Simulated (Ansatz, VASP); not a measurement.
**One calculation of Ta, two programs**

Contents of INCAR:

```
PREC     = Accurate       # precision mode
ENCUT    = 600            # plane-wave cutoff, eV
EDIFF    = 1E-6           # SCF threshold, eV
ISMEAR   = -1             # smearing method
SIGMA    = 0.1            # smearing width, eV
LREAL    = F              # projectors in reciprocal space
LASPH    = T              # aspherical terms in the spheres
NELM     = 100            # most SCF steps
ALGO     = Normal         # electronic algorithm
ISIF     = 3              # what is computed and relaxed
LWAVE    = F              # write WAVECAR
LCHARG   = F              # write CHGCAR
IBRION   = 2              # ionic algorithm
NSW      = 80             # ionic steps
EDIFFG   = -0.01          # ionic threshold
```

The input KPOINTS:

```
regular mesh
0
Gamma
  13 13 13
```

Contents of POSCAR:

```
Ta
1.0
    0.0000000000      2.0825235034      2.0825235034
    2.0825235034      0.0000000000      2.0825235034
    2.0825235034      2.0825235034      0.0000000000
Ta
1
Direct
    0.0000000000      0.0000000000      0.0000000000
```

Input for Ansatz:

```yaml
crystal:
  lattice:
    - [0.0, 2.0825235034, 2.0825235034]
    - [2.0825235034, 0.0, 2.0825235034]
    - [2.0825235034, 2.0825235034, 0.0]
  atoms:
    - { symbol: Ta, position: [0.0, 0.0, 0.0] }
hamiltonian:
  xc: lda
  pseudopotentials:
    kind: paw
    azcp:
      Ta: "pseudopotentials/Ta.paw.azcp"
basis:
  ecutwfc: 420
  fft_grid_basis: typed
kpoints:
  mp_grid: { grid: [13, 13, 13], shift: [0, 0, 0] }
magnetization:
  spin_polarized: false
scf:
  occupations: { method: fermi_dirac, width: 0.1 }
relax:
  max_steps: 60
  f_tol: 0.01
  cell: {}
```

Alike in both runs: task relaxation of cell and atoms; functional LDA; k mesh 13 × 13 × 13; occupations fermi-dirac, width 0.1 eV; no spin polarisation.

```csv
,VASP,Ansatz
version,VASP 6.6.1,Ansatz 0.2.0
potentials or method,"VASP PAW LDA potentials, release 64 (Ta_pv), cutoff 600 eV","plane waves (420 eV) with PAW, scalar-relativistic"
valence electrons in the cell,11,13
```

VASP gave:

- relaxed volume (Å³/atom): 17.83
- relaxed cell length with the largest relative difference (Å): 2.932

Problem. Estimate Ansatz's values.

Solution. Relaxed volume (Å³/atom): 17.76; relaxed cell length with the largest relative difference (Å): 2.928.

Ansatz warns that its potentials were made for another functional, while VASP's fit it. LDA's correlation is that of Perdew and Zunger in VASP and of Perdew and Wang (1992) in Ansatz. VASP's potentials hold 11 valence electrons a cell and Ansatz's 13, so a difference there can come from the potentials and not from the codes.

Spin-orbit coupling is off throughout.
